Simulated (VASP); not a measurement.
# P (P6_3/mmc) in VASP: a series of runs

P is run at these levels: LDA; tasks: single point.

Program: VASP 6.6.1. These are calculated values, not measurements. Logs are shortened: lines on timing, memory, paths and dates and some standing lists are left out, and cuts for length are marked.

### Step 1. The cell of the first run

The structure is hexagonal, space group P6_3/mmc (No. 194). Conventional cell: a = 2.702 Å, b = 2.702 Å, c = 4.343 Å, α = 90.00°, β = 90.00°, γ = 120.00°. Within 3.5 Å of P (site symmetry -6m2) lie 12 P at 2.67 to 2.70 Å.

### Step 2. Single point, LDA

The input, INCAR:

```
ALGO     = Normal         # electronic algorithm
EDIFF    = 1E-6           # SCF threshold, eV
ENCUT    = 500            # plane-wave cutoff, eV
GGA      = CA             # functional
GGA_COMPAT= F            
ISIF     = 2              # what is computed and relaxed
ISMEAR   = 0              # smearing method
LASPH    = T              # aspherical terms in the spheres
LCHARG   = F              # write CHGCAR
LREAL    = F              # projectors in reciprocal space
LWAVE    = F              # write WAVECAR
NBANDS   = 12             # bands
NELM     = 120            # most SCF steps
PREC     = Accurate       # precision mode
SIGMA    = 0.02           # smearing width, eV
```

The input, KPOINTS:

```
k-points
0
Gamma
  9 9 5
```

The input, POSCAR:

```
P
1.0
    2.7022834253      0.0000000000      0.0000000000
   -1.3511417127      2.3402460946      0.0000000000
    0.0000000000      0.0000000000      4.3433357186
P
2
Direct
    0.3333333333      0.6666666667      0.2500000000
    0.6666666667      0.3333333333      0.7500000000
```

Potentials or basis: VASP PAW LDA potentials, release 64 (P).

Command:

```
> cat potpaw_LDA.64/P/POTCAR > POTCAR
> mpirun -np 1 vasp_std > vasp.out
```

OUTCAR:

```text
EDIFF = 1E-6
   ENCUT = 500
   GGA = CA
   ISIF = 2
   ISMEAR = 0
   LASPH = T
   LREAL = F
   NELM = 120
   PREC = Accurate

 ion  position               nearest neighbor table
   1  0.333  0.667  0.250-   2 2.67   2 2.67   2 2.67   2 2.67   2 2.67   2 2.67
   2  0.667  0.333  0.750-   1 2.67   1 2.67   1 2.67   1 2.67   1 2.67   1 2.67

  LATTYP: Found a hexagonal cell.
 ALAT       =     2.7022834253
 C/A-ratio  =     1.6072835580

  Lattice vectors:

 A1 = (   2.7022834253,   0.0000000000,   0.0000000000)
 A2 = (  -1.3511417127,   2.3402460946,   0.0000000000)
 A3 = (   0.0000000000,   0.0000000000,   4.3433357186)

Analysis of symmetry for initial positions (statically):
=====================================================================
 Subroutine PRICEL returns:
 Original cell was already a primitive cell.

 Routine SETGRP: Setting up the symmetry group for a
 hexagonal supercell.

 Subroutine GETGRP returns: Found 24 space group operations
 (whereof 12 operations were pure point group operations)
 out of a pool of 24 trial point group operations.

The static configuration has the point symmetry D_3d.
 The point group associated with its full space group is D_6h.

Analysis of symmetry for dynamics (positions and initial velocities):
=====================================================================
 Subroutine PRICEL returns:
 Original cell was already a primitive cell.

 Routine SETGRP: Setting up the symmetry group for a
 hexagonal supercell.

 Subroutine GETGRP returns: Found 24 space group operations
 (whereof 12 operations were pure point group operations)
 out of a pool of 24 trial point group operations.

The dynamic configuration has the point symmetry D_3d.
 The point group associated with its full space group is D_6h.

 Subroutine INISYM returns: Found 24 space group operations
 (whereof 12 operations are pure point group operations),
 and found     1 'primitive' translations

----------------------------------------------------------------------------------------

                                     Primitive cell

  volume of cell :      27.4673

  direct lattice vectors                    reciprocal lattice vectors
     2.702283425  0.000000000  0.000000000     0.370057408  0.213652744  0.000000000
    -1.351141713  2.340246095  0.000000000     0.000000000  0.427305488  0.000000000
     0.000000000  0.000000000  4.343335719     0.000000000  0.000000000  0.230237786

  length of vectors
     2.702283425  2.702283425  4.343335719     0.427305488  0.427305488  0.230237786

  position of ions in fractional coordinates (direct lattice)
     0.333333333  0.666666667  0.250000000
     0.666666667  0.333333333  0.750000000

  ion indices of the primitive-cell ions
   primitive index   ion index
                 1           1
                 2           2

----------------------------------------------------------------------------------------

 KPOINTS: k-points

Automatic generation of k-mesh.
 Grid dimensions read from file:
 generate k-points for:    9    9    5

 Generating k-lattice:

  Cartesian coordinates                     Fractional coordinates (reciprocal lattice)
     0.041117490  0.023739194  0.000000000     0.111111111  0.000000000  0.000000000
     0.000000000  0.047478388  0.000000000     0.000000000  0.111111111  0.000000000
     0.000000000  0.000000000  0.046047557     0.000000000  0.000000000  0.200000000

  Length of vectors
     0.047478388  0.047478388  0.046047557

  Shift w.r.t. Gamma in fractional coordinates (k-lattice)
     0.000000000  0.000000000  0.000000000

 Subroutine IBZKPT returns following result:
 ===========================================

 Found     36 irreducible k-points:

 Following reciprocal coordinates:
            Coordinates               Weight
  0.000000  0.000000  0.000000      1.000000
  0.111111  0.000000  0.000000      6.000000
  0.222222 -0.000000  0.000000      6.000000
  0.333333  0.000000  0.000000      6.000000
  0.444444 -0.000000  0.000000      6.000000
  0.111111  0.111111  0.000000      6.000000
[... 16 lines left out ...]
  0.333333  0.222222  0.200000     24.000000
  0.333333  0.333333  0.200000      4.000000
 [... further k-points ...]
   k-points           NKPTS =     36   k-points in BZ     NKDIM =     36   number of bands    NBANDS=     12
   number of dos      NEDOS =    301   number of ions     NIONS =      2
   total plane-waves  NPLWV =  12800
   dimension x,y,z NGX =    20 NGY =   20 NGZ =   32
   dimension x,y,z NGXF=    40 NGYF=   40 NGZF=   64
   ions per type =               2
   NGX,Y,Z   is equivalent  to a cutoff of  12.30, 12.30, 12.25 a.u.
   NGXF,Y,Z  is equivalent  to a cutoff of  24.61, 24.61, 24.50 a.u.
 SYSTEM =  unknown system
   PREC   = accura    normal or accurate (medium, high low for compatibility)
   ISTART =      0    job   : 0-new  1-cont  2-samecut
   ICHARG =      2    charge: 1-file 2-atom 10-const
   ISPIN  =      1    spin polarized calculation?
   LNONCOLLINEAR =      F non collinear calculations
   LSORBIT =      F    spin-orbit coupling
   LASPH  =      T    aspherical Exc in radial PAW
   ENCUT  =  500.0 eV  36.75 Ry    6.06 a.u.   4.93  4.93  7.92*2*pi/ulx,y,z
   NELM   =    120;   NELMIN=  2; NELMDL= -5     # of ELM steps
   EDIFF  = 0.1E-05   stopping-criterion for ELM
   LREAL  =      F    real-space projection
[... 7 lines left out ...]
   TEBEG  =    0.0;   TEEND  =   0.0 temperature during run
   PSTRESS=    0.0 pullay stress
   NELECT =      10.0000    total number of electrons
   NUPDOWN=      -1.0000    fix difference up-down
   EMIN   =  10.00;   EMAX   =-10.00  energy-range for DOS
   EFERMI =   0.00;   METHOD = LEGACY
   ISMEAR =     0;   SIGMA  =   0.02  broadening in eV -4-tet -1-fermi 0-gaus
   EFERMI_NEDOS =   21; number of points for ismear=-14 and -15
   IALGO  =     38    algorithm
   IMIX   =      4    mixing-type and parameters
     AMIX     =   0.40;   BMIX     =  1.00
     AMIX_MAG =   1.60;   BMIX_MAG =  1.00
  volume/ion in A,a.u.               =      13.73        92.68
  Fermi-wavevector in a.u.,A,eV,Ry     =   1.168969  2.209031 18.592196  1.366488
  Thomas-Fermi vector in A             =   2.305448
   LORBIT       =      0    0 simple, 1 ext, 2 COOP (PROOUT), +10 PAW based schemes
   GGA     = CA    functional components
   LHFCALC =     F    Hartree Fock is set to
   AEXX    =    0.0000 exact exchange contribution
   IVDW    =     0    specifies the selected vdW correction
   LEPSILON=     F    determine dielectric tensor
   LRPA    =     F    only Hartree local field effects (RPA)
 non-spin polarized calculation
 Gauss-broadening in eV      SIGMA  =   0.02
  energy-cutoff  :      500.00
  volume of cell :       27.47
 maximum number of plane-waves:       711
 NGX is ok and might be reduce to    20
   NGX =  9   NGY =  9   NGZ = 15

 number of electron      10.0000000 magnetization

 number of electron       9.9999999 magnetization

 Free energy of the ion-electron system (eV)
  ---------------------------------------------------
  ext. energy  EPLUGINS =         0.00000000
  ---------------------------------------------------
  free energy    TOTEN  =       -10.73945609 eV

  energy without entropy =      -10.73918693  energy(sigma->0) =      -10.73932151

 E-fermi :  10.3545     XC(G=0): -11.7939

 val. band max:       10.3215118553   @ k =   0.3333   0.2222   0.2000
 cond. band min:      10.3670563545   @ k =   0.3333   0.2222   0.0000
 fundamental gap:      0.0455444992
 Fermi energy:        10.3544572795

 k-point     1 :       0.0000    0.0000    0.0000
  band No.  band energies     occupation
      1      -6.3167      2.00000
      2       0.1368      2.00000
      3       2.1455      2.00000
      4      15.2681      0.00000
      5      15.2681      0.00000
      6      17.2435      0.00000
      7      17.2435      0.00000
      8      18.1513      0.00000
      9      20.9474      0.00000
     10      22.0329      0.00000
     11      22.4125      0.00000
     12      22.4125      0.00000

 k-point     2 :       0.1111    0.0000    0.0000
  band No.  band energies     occupation
      1      -6.0010      2.00000
      2       0.4390      2.00000
      3       2.4452      2.00000
      4      12.7329      0.00000
      5      14.2148      0.00000
      6      16.2133      0.00000
      7      17.5183      0.00000
      8      17.6853      0.00000
      9      20.0329      0.00000
     10      22.6968      0.00000
     11      22.8109      0.00000
     12      23.4788      0.00000

 k-point     3 :       0.2222   -0.0000    0.0000
  band No.  band energies     occupation
      1      -5.0587      2.00000
      2       1.3282      2.00000
      3       3.3376      2.00000
      4       8.8233      2.00000
      5      12.7783      0.00000
      6      13.7440      0.00000
      7      15.8105      0.00000
      8      16.9572      0.00000
      9      17.4395      0.00000
     10      21.8270      0.00000
     11      22.8129      0.00000
     12      22.9446      0.00000

 k-point     4 :       0.3333    0.0000    0.0000
  band No.  band energies     occupation
      1      -3.5103      2.00000
      2       2.6420      2.00000
      3       4.7911      2.00000
      4       5.2749      2.00000
      5      10.7235      0.00000
      6      11.7278      0.00000
      7      12.8799      0.00000
      8      15.8042      0.00000
      9      16.2015      0.00000
     10      21.1280      0.00000
     11      21.6798      0.00000
     12      22.0881      0.00000

 k-point     5 :       0.4444   -0.0000    0.0000
  band No.  band energies     occupation
      1      -1.4577      2.00000
      2       1.5633      2.00000
      3       5.1924      2.00000
      4       6.6154      2.00000
      5       7.8123      2.00000
      6      10.1273      2.00000
      7      11.1874      0.00000
      8      15.0558      0.00000
      9      15.7647      0.00000
     10      20.8537      0.00000
     11      21.0926      0.00000
     12      21.6040      0.00000
[... 228 lines left out ...]
      1      -0.1998      2.00000
      2       1.1598      2.00000
      3       4.2881      2.00000
      4       5.5466      2.00000
      5       8.7947      2.00000
      6      10.1111      2.00000
      7      11.3209      0.00000
      8      13.1248      0.00000
      9      17.8809      0.00000
     10      18.8892      0.00000
     11      22.2183      0.00000
     12      22.9472      0.00000

 k-point    22 :       0.2222    0.2222    0.2000
  band No.  band energies     occupation
      1      -2.3017      2.00000
      2       1.8578      2.00000
      3       5.5041      2.00000
      4       7.0003      2.00000
      5       8.0541      2.00000
      6       9.6514      2.00000
      7      11.1241      0.00000
      8      14.4828      0.00000
      9      18.2226      0.00000
     10      21.2550      0.00000
     11      22.5790      0.00000
     12      22.8460      0.00000

 k-point    23 :       0.3333    0.2222    0.2000
  band No.  band energies     occupation
      1      -0.2802      2.00000
      2       2.3708      2.00000
      3       4.3580      2.00000
      4       5.9389      2.00000
      5       7.0975      2.00000
      6       9.5251      2.00000
      7      10.3215      1.98017
      8      12.7017      0.00000
      9      16.9098      0.00000
     10      21.8930      0.00000
     11      22.9183      0.00000
     12      25.0787      0.00000

 k-point    24 :       0.3333    0.3333    0.2000
  band No.  band energies     occupation
      1       1.5654      2.00000
      2       1.5654      2.00000
      3       4.1284      2.00000
      4       6.2404      2.00000
      5       6.2404      2.00000
      6       7.9946      2.00000
      7      11.5824      0.00000
      8      11.5824      0.00000
      9      15.6947      0.00000
     10      23.9195      0.00000
     11      23.9195      0.00000
     12      26.1101      0.00000

 [... further k-points ...]
[... 5 lines left out ...]
  --------------------------------------------------------------------------------------
  -------------------------------------------------------------------------------------
  Total       -0.0139780     -0.0139780     -0.0257508      0.0000000     -0.0000000      0.0000000
  in kB       -0.8153443     -0.8153443     -1.5020550      0.0000000     -0.0000000      0.0000000
  external PRESSURE =      -1.0442479 kB  Pullay stress =       0.0000000 kB

 VOLUME and BASIS-vectors are now :
 -----------------------------------------------------------------------------
  energy-cutoff  :      500.00
  volume of cell :       27.47
      direct lattice vectors                 reciprocal lattice vectors
     2.702283425  0.000000000  0.000000000     0.370057408  0.213652744  0.000000000
    -1.351141713  2.340246095  0.000000000     0.000000000  0.427305488  0.000000000
     0.000000000  0.000000000  4.343335719     0.000000000  0.000000000  0.230237786

 POSITION                                       TOTAL-FORCE (eV/Angst)
 -----------------------------------------------------------------------------------
     -0.00000      1.56016      1.08583        -0.000000      0.000000      0.000000
      1.35114      0.78008      3.25750         0.000000     -0.000000      0.000000
 -----------------------------------------------------------------------------------
    total drift:                                0.000000     -0.000000      0.000000

  FREE ENERGIE OF THE ION-ELECTRON SYSTEM (eV)
  ---------------------------------------------------
  free  energy   TOTEN  =       -10.7394560898 eV

  energy  without entropy=      -10.7391869342  energy(sigma->0) =      -10.73932151
```

Run time: 3.2 s. Hardware: 1 thread of Intel Xeon 6975P-C (Granite Rapids), shared host; peak memory 0.12 GiB.

What came out:

| Quantity | Value |
| --- | --- |
| Free energy | -10.7395 eV |
| Pressure | -0.1 GPa |
| Band gap on the k mesh | zero (band 5 reaches 16.02 eV, above the bottom of band 6 at 6.30 eV) |

### Step 3. Single point, LDA

The input, INCAR:

```
SYSTEM = P
PREC     = Accurate       ! precision mode
ENCUT    = 500            ! plane-wave cutoff, eV
EDIFF    = 1E-6           ! SCF threshold, eV
ISMEAR   = 0              ! smearing method
SIGMA    = 0.02           ! smearing width, eV
LREAL    = .False.        ! projectors in reciprocal space
LASPH    = .True.         ! aspherical terms in the spheres
NELM     = 120            ! most SCF steps
ALGO     = Normal         ! electronic algorithm
ISIF     = 2              ! what is computed and relaxed
LWAVE    = .False.        ! write WAVECAR
LCHARG   = .False.        ! write CHGCAR
NBANDS   = 12             ! bands
GGA_COMPAT= .False.
```

The input, KPOINTS:

```
regular mesh
0
Gamma
  9 9 5
  0 0 0
```

POSCAR is that of step 2.

Potentials or basis: VASP PAW LDA potentials, release 64 (P).

Command:

```
> cat potpaw_LDA.64/P/POTCAR > POTCAR
> mpirun -np 1 vasp_std > vasp.out
```

Run time: 2.9 s. Hardware: 1 thread of Intel Xeon 6975P-C (Granite Rapids), shared host; peak memory 0.12 GiB.

The run converged. Its results:

- Free energy: -10.7395 eV
- Pressure: -0.1 GPa
- Band gap on the k mesh: zero (band 5 reaches 16.02 eV, above the bottom of band 6 at 6.30 eV)

Levels at points of the mesh, in eV from the Fermi level:
| k point | band 2 | band 3 | band 4 | band 5 | band 6 | band 7 | band 8 | band 9 |
| --- | --- | --- | --- | --- | --- | --- | --- | --- |
| (0.00, 0.00, 0.00) | -10.22 | -8.21 | 4.91 | 4.91 | 6.89 | 6.89 | 7.80 | 10.59 |

### Step 4. Single point, LDA

This run uses another cell than the first one, of 13.60 Å³/atom, 0.990 times its volume.

The input, INCAR:

```
SYSTEM = P
ALGO = Normal ; EDIFF = 1E-6
ENCUT = 500 ; GGA = CA
GGA_COMPAT = .False. ; ISIF = 2
ISMEAR = 0 ; LASPH = .True.
LCHARG = .False. ; LREAL = .False.
LWAVE = .False. ; NBANDS = 12
NELM = 120 ; PREC = Accurate
SIGMA = 0.02
```

The input, KPOINTS:

```
k-points
0
Gamma
  9 9 5
  0 0 0
```

The input, POSCAR:

```
P
1.0
    2.6932456206      0.0000000000      0.0000000000
   -1.3466228103      2.3324191261      0.0000000000
    0.0000000000      0.0000000000      4.3288094037
P
2
Direct
    0.3333333333      0.6666666667      0.2500000000
    0.6666666667      0.3333333333      0.7500000000
```

Command:

```
> cat potpaw_LDA.64/P/POTCAR > POTCAR
> mpirun -np 1 vasp_std > vasp.out
```

It took 2.8 s on 1 thread of Intel Xeon 6975P-C (Granite Rapids), shared host; peak memory 0.12 GiB.

It converged, with:

* Free energy: -10.7385 eV
* Pressure: 1.0 GPa
* Band gap on the k mesh: zero (band 5 reaches 16.24 eV, above the bottom of band 6 at 6.40 eV)

Stress tensor (GPa, compression positive):
```
1.18 0.00 0.00
0.00 1.18 0.00
0.00 0.00 0.67
```

Levels at points of the mesh, in eV from the Fermi level:
| k point | band 3 | band 4 | band 5 | band 6 | band 7 | band 8 |
| --- | --- | --- | --- | --- | --- | --- |
| (0.00, 0.00, 0.00) | -8.28 | 4.98 | 4.98 | 6.98 | 6.98 | 7.91 |
